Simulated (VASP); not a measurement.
# Fe (P6_3/mmc) in VASP: a series of runs

Runs on Fe. Level: RPBE. Tasks: single point.

All numbers are computed with VASP 6.6.1; they aren't measurements. Logs are shortened: lines on timing, memory, paths and dates and some standing lists are left out, and cuts for length are marked.

### 1 The cell of the first run

Symmetry: P6_3/mmc, No. 194, hexagonal system. The conventional cell has a = 2.375 Å, b = 2.375 Å, c = 3.757 Å, α = 90.00°, β = 90.00°, γ = 120.00°. Within 3.1 Å of Fe (site symmetry -6m2) lie 12 Fe at 2.33 to 2.38 Å.

### 2 Single point, RPBE (volume scaled by 0.88)

INCAR reads:

```
SYSTEM = Fe
PREC     = Accurate       ! precision mode
ENCUT    = 600            ! plane-wave cutoff, eV
EDIFF    = 1E-6           ! SCF threshold, eV
ISMEAR   = -1             ! smearing method
SIGMA    = 0.1            ! smearing width, eV
LREAL    = .False.        ! projectors in reciprocal space
LASPH    = .True.         ! aspherical terms in the spheres
NELM     = 120            ! most SCF steps
ALGO     = Normal         ! electronic algorithm
ISIF     = 2              ! what is computed and relaxed
LWAVE    = .False.        ! write WAVECAR
LCHARG   = .False.        ! write CHGCAR
GGA      = RP             ! functional
NBANDS   = 23             ! bands
GGA_COMPAT= .False.
```

KPOINTS reads:

```
Automatic mesh
0
Gamma
  16 16 9
  0 0 0
```

POSCAR reads:

```
Fe
1.0
    2.3754935830      0.0000000000      0.0000000000
   -1.1877467915      2.0572377894      0.0000000000
    0.0000000000      0.0000000000      3.7569390017
Fe
2
Direct
    0.3333333333      0.6666666667      0.2500000000
    0.6666666667      0.3333333333      0.7500000000
```

Potentials or basis: VASP PAW PBE potentials, release 64 (Fe_sv).

Launch:

```bash
$ cat potpaw_PBE.64/Fe_sv/POTCAR > POTCAR
$ mpirun -np 1 vasp_std > vasp.out
```

OUTCAR:

```text
SYSTEM = Fe
   PREC = Accurate
   ENCUT = 600
   EDIFF = 1E-6
   ISMEAR = -1
   LREAL = .False.
   LASPH = .True.
   NELM = 120
   ISIF = 2
   GGA = RP

 ion  position               nearest neighbor table
   1  0.333  0.667  0.250-   2 2.33   2 2.33   2 2.33   2 2.33   2 2.33   2 2.33
   2  0.667  0.333  0.750-   1 2.33   1 2.33   1 2.33   1 2.33   1 2.33   1 2.33

  LATTYP: Found a hexagonal cell.
 ALAT       =     2.3754935830
 C/A-ratio  =     1.5815403706

  Lattice vectors:

 A1 = (   2.3754935830,   0.0000000000,   0.0000000000)
 A2 = (  -1.1877467915,   2.0572377894,   0.0000000000)
 A3 = (   0.0000000000,   0.0000000000,   3.7569390017)

Analysis of symmetry for initial positions (statically):
=====================================================================
 Subroutine PRICEL returns:
 Original cell was already a primitive cell.

 Routine SETGRP: Setting up the symmetry group for a
 hexagonal supercell.

 Subroutine GETGRP returns: Found 24 space group operations
 (whereof 12 operations were pure point group operations)
 out of a pool of 24 trial point group operations.

The static configuration has the point symmetry D_3d.
 The point group associated with its full space group is D_6h.

Analysis of symmetry for dynamics (positions and initial velocities):
=====================================================================
 Subroutine PRICEL returns:
 Original cell was already a primitive cell.

 Routine SETGRP: Setting up the symmetry group for a
 hexagonal supercell.

 Subroutine GETGRP returns: Found 24 space group operations
 (whereof 12 operations were pure point group operations)
 out of a pool of 24 trial point group operations.

The dynamic configuration has the point symmetry D_3d.
 The point group associated with its full space group is D_6h.

 Subroutine INISYM returns: Found 24 space group operations
 (whereof 12 operations are pure point group operations),
 and found     1 'primitive' translations

----------------------------------------------------------------------------------------

                                     Primitive cell

  volume of cell :      18.3600

  direct lattice vectors                    reciprocal lattice vectors
     2.375493583  0.000000000  0.000000000     0.420965145  0.243044340  0.000000000
    -1.187746791  2.057237789  0.000000000     0.000000000  0.486088679  0.000000000
     0.000000000  0.000000000  3.756939002     0.000000000  0.000000000  0.266174138

[... 73 lines left out ...]
 SYSTEM =  Fe
   PREC   = accura    normal or accurate (medium, high low for compatibility)
   ISTART =      0    job   : 0-new  1-cont  2-samecut
   ICHARG =      2    charge: 1-file 2-atom 10-const
   ISPIN  =      1    spin polarized calculation?
   LNONCOLLINEAR =      F non collinear calculations
   LSORBIT =      F    spin-orbit coupling
   LASPH  =      T    aspherical Exc in radial PAW
   ENCUT  =  600.0 eV  44.10 Ry    6.64 a.u.   4.74  4.74  7.50*2*pi/ulx,y,z
   NELM   =    120;   NELMIN=  2; NELMDL= -5     # of ELM steps
   EDIFF  = 0.1E-05   stopping-criterion for ELM
   LREAL  =      F    real-space projection
   EDIFFG = 0.1E-04   stopping-criterion for IOM
   NSW    =      0    number of steps for IOM
   IBRION =     -1    ionic relax: 0-MD 1-quasi-New 2-CG
   NFREE  =      0    steps in history (QN), initial steepest desc. (CG)
   ISIF   =      2    stress and relaxation
   ISYM   =      2    0-nonsym 1-usesym 2-fastsym
   POTIM  = 0.5000    time-step for ionic-motion
   TEBEG  =    0.0;   TEEND  =   0.0 temperature during run
   PSTRESS=    0.0 pullay stress
   NELECT =      32.0000    total number of electrons
   NUPDOWN=      -1.0000    fix difference up-down
   EMIN   =  10.00;   EMAX   =-10.00  energy-range for DOS
   EFERMI =   0.00;   METHOD = LEGACY
   ISMEAR =    -1;   SIGMA  =   0.10  broadening in eV -4-tet -1-fermi 0-gaus
   EFERMI_NEDOS =   21; number of points for ismear=-14 and -15
   IALGO  =     38    algorithm
   IMIX   =      4    mixing-type and parameters
     AMIX     =   0.40;   BMIX     =  1.00
     AMIX_MAG =   1.60;   BMIX_MAG =  1.00
  volume/ion in A,a.u.               =       9.18        61.95
  Fermi-wavevector in a.u.,A,eV,Ry     =   1.970156  3.723055 52.811223  3.881515
  Thomas-Fermi vector in A             =   2.992983
   LORBIT       =      0    0 simple, 1 ext, 2 COOP (PROOUT), +10 PAW based schemes
   GGA     = RP    functional components
   LHFCALC =     F    Hartree Fock is set to
   AEXX    =    0.0000 exact exchange contribution
   IVDW    =     0    specifies the selected vdW correction
   LEPSILON=     F    determine dielectric tensor
   LRPA    =     F    only Hartree local field effects (RPA)
 non-spin polarized calculation
  energy-cutoff  :      600.00
  volume of cell :       18.36
 maximum number of plane-waves:       633
 NGX is ok and might be reduce to    20
   NGX =  9   NGY =  9   NGZ = 15

 number of electron      31.9999997 magnetization

 Free energy of the ion-electron system (eV)
  ---------------------------------------------------
  ext. energy  EPLUGINS =         0.00000000
  ---------------------------------------------------
  free energy    TOTEN  =       -15.14611410 eV

  energy without entropy =      -15.07626504  energy(sigma->0) =      -15.11118957

 E-fermi :  16.0334     XC(G=0): -14.9974

 val. band max:       16.0294717757   @ k =   0.3750   0.1250   0.3333
 cond. band min:      16.0536546791   @ k =   0.0000   0.0000   0.1111
 fundamental gap:      0.0241829034
 Fermi energy:        16.0333725898

 k-point     1 :       0.0000    0.0000    0.0000
  band No.  band energies     occupation
      1     -71.5552      2.00000
      2     -71.3507      2.00000
      3     -37.9247      2.00000
      4     -37.1626      2.00000
      5     -37.1626      2.00000
      6     -37.0316      2.00000
[... 613 lines left out ...]
     22      28.1707      0.00000
     23      29.7542      0.00000

 [... further k-points ...]
[... 5 lines left out ...]
  --------------------------------------------------------------------------------------
  -------------------------------------------------------------------------------------
  Total        4.6506648      4.6506648      4.8522985     -0.0000000      0.0000000      0.0000000
  in kB      405.8383819    405.8383819    423.4338690     -0.0000000      0.0000000      0.0000000
  external PRESSURE =     411.7035443 kB  Pullay stress =       0.0000000 kB

 VOLUME and BASIS-vectors are now :
 -----------------------------------------------------------------------------
  energy-cutoff  :      600.00
  volume of cell :       18.36
      direct lattice vectors                 reciprocal lattice vectors
     2.375493583  0.000000000  0.000000000     0.420965145  0.243044340  0.000000000
    -1.187746791  2.057237789  0.000000000     0.000000000  0.486088679  0.000000000
     0.000000000  0.000000000  3.756939002     0.000000000  0.000000000  0.266174138

 POSITION                                       TOTAL-FORCE (eV/Angst)
 -----------------------------------------------------------------------------------
     -0.00000      1.37149      0.93923        -0.000000      0.000000      0.000000
      1.18775      0.68575      2.81770         0.000000     -0.000000      0.000000
 -----------------------------------------------------------------------------------
    total drift:                               -0.000000      0.000000     -0.000000

  FREE ENERGIE OF THE ION-ELECTRON SYSTEM (eV)
  ---------------------------------------------------
  free  energy   TOTEN  =       -15.1461141010 eV

  energy  without entropy=      -15.0762650376  energy(sigma->0) =      -15.11118957
```

OSZICAR:

```text
N       E                     dE             d eps       ncg     rms          rms(c)
DAV:   1     0.694853561599E+03    0.69485E+03   -0.21262E+04  6955   0.272E+03
DAV:   2     0.294699378592E+02   -0.66538E+03   -0.64475E+03  6907   0.843E+02
DAV:   3    -0.166024962420E+02   -0.46072E+02   -0.44803E+02  7734   0.278E+02
DAV:   4    -0.179258943309E+02   -0.13234E+01   -0.13219E+01  8472   0.599E+01
DAV:   5    -0.179810550736E+02   -0.55161E-01   -0.55160E-01  8018   0.118E+01    0.196E+01
DAV:   6    -0.153942966324E+02    0.25868E+01   -0.14822E+01  7318   0.801E+01    0.509E+00
DAV:   7    -0.151667658087E+02    0.22753E+00   -0.14992E+00  8069   0.276E+01    0.121E+00
DAV:   8    -0.151498966394E+02    0.16869E-01   -0.39055E-02  9463   0.337E+00    0.517E-01
DAV:   9    -0.151461467311E+02    0.37499E-02   -0.10316E-02  8079   0.230E+00    0.994E-02
DAV:  10    -0.151461061754E+02    0.40556E-04   -0.44904E-04  8722   0.412E-01    0.393E-02
DAV:  11    -0.151461135534E+02   -0.73780E-05   -0.35298E-05  8939   0.931E-02    0.111E-02
DAV:  12    -0.151461141010E+02   -0.54758E-06   -0.60862E-06  7038   0.488E-02
   1 F= -.15146114E+02 E0= -.15111190E+02  d E =-.698491E-01
```

Run time: 38 s. Hardware: 1 thread of Intel Xeon Platinum 8375C at 2.90GHz (Ice Lake), shared host; peak memory 0.18 GiB.

What came out:

| Item | Value |
| --- | --- |
| Free energy | -15.1461 eV |
| Pressure | 41.2 GPa |
| Band gap on the k mesh | zero (band 16 reaches 17.10 eV, above the bottom of band 17 at 14.92 eV) |

Stress tensor (GPa, compression positive):
```
40.58  0.00  0.00
 0.00 40.58  0.00
 0.00  0.00 42.34
```

Caveat: the PAW data sets were made with another functional, which shifts forces and pressure a little; the run has no spin polarisation, though such a crystal can be magnetic. Spin polarisation is off, so any magnetic state and its effect on volume and gap are missing.

### 3 Single point, RPBE (volume scaled by 0.92)

INCAR reads:

```
SYSTEM = Fe
ALGO = Normal ; EDIFF = 1E-6
ENCUT = 600 ; GGA = RP
GGA_COMPAT = .False. ; ISIF = 2
ISMEAR = -1 ; LASPH = .True.
LCHARG = .True. ; LELF = .True.
LREAL = .False. ; LVHAR = .True.
LWAVE = .False. ; NBANDS = 23
NELM = 120 ; PREC = Accurate
SIGMA = 0.1
```

KPOINTS reads:

```
k-points
0
Gamma
  16 16 9
  0 0 0
```

POSCAR reads:

```
Fe
1.0
    2.4109539390      0.0000000000      0.0000000000
   -1.2054769695      2.0879473585      0.0000000000
    0.0000000000      0.0000000000      3.8130209863
Fe
2
Direct
    0.3333333333      0.6666666667      0.2500000000
    0.6666666667      0.3333333333      0.7500000000
```

Potentials or basis: VASP PAW PBE potentials, release 64 (Fe_sv).

Launch:

```bash
$ cat potpaw_PBE.64/Fe_sv/POTCAR > POTCAR
$ mpirun -np 1 vasp_std > vasp.out
```

Wall time 53 s (1 thread of Intel Xeon Platinum 8259CL at 2.50GHz (Skylake/Cascade Lake), shared host); peak memory 0.18 GiB.

It converged, with:

```yaml
Free_energy: -15.3300 eV
Pressure: 22.5 GPa
Band_gap_on_the_k_mesh: zero (band 16 reaches 16.16 eV, above the bottom of band 17 at 14.12 eV)
```

Stress tensor (GPa, compression positive):
```
22.14  0.00  0.00
 0.00 22.14  0.00
 0.00  0.00 23.21
```

Levels at points of the mesh, in eV from the Fermi level:
| k point | band 12 | band 13 | band 14 | band 15 | band 16 | band 17 | band 18 | band 19 | band 20 | band 21 |
| --- | --- | --- | --- | --- | --- | --- | --- | --- | --- | --- |
| (0.00, 0.00, 0.00) | -1.81 | -1.66 | -1.29 | -1.29 | -0.91 | -0.91 | 0.44 | 0.79 | 0.79 | 9.39 |
| (0.50, 0.00, 0.00) | -2.25 | -2.13 | -1.67 | -1.16 | 0.91 | 1.16 | 1.20 | 2.87 | 5.16 | 11.76 |

Caveat: the PAW data sets were made with another functional, which shifts forces and pressure a little; the run has no spin polarisation, though such a crystal can be magnetic.
